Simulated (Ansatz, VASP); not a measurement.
**C in VASP and in Ansatz**

```
C
1.0
     0.00000    1.78337    1.78337
     1.78337    0.00000    1.78337
     1.78337    1.78337    0.00000
C
2
Direct
  0.25000 0.25000 0.25000
  0.00000 0.00000 0.00000
```

Alike in both runs: functional PBE; k mesh 13 × 13 × 13; no spin polarisation.

|  | VASP | Ansatz |
| --- | --- | --- |
| version | VASP 6.6.1 | Ansatz 0.2.0 |
| potentials or method | VASP PAW PBE potentials, release 64 (C), cutoff 600 eV | all-electron PAW datasets made for the crystal |
| occupations | gaussian, width 0.01 eV | fixed |
| task | single point | electrostatic potential |

Ansatz gave:

```
gap on the k mesh at the Fermi level (eV) : 4.15
least direct gap on the mesh (eV)         : 5.60
pressure (GPa)                            : 1.8
```

Q: Which values does VASP return?

A: gap on the k mesh at the Fermi level (eV): 4.14; least direct gap on the mesh (eV): 5.59; pressure (GPa): 1.8.

Ansatz ran all-electron here, and VASP with PAW potentials.
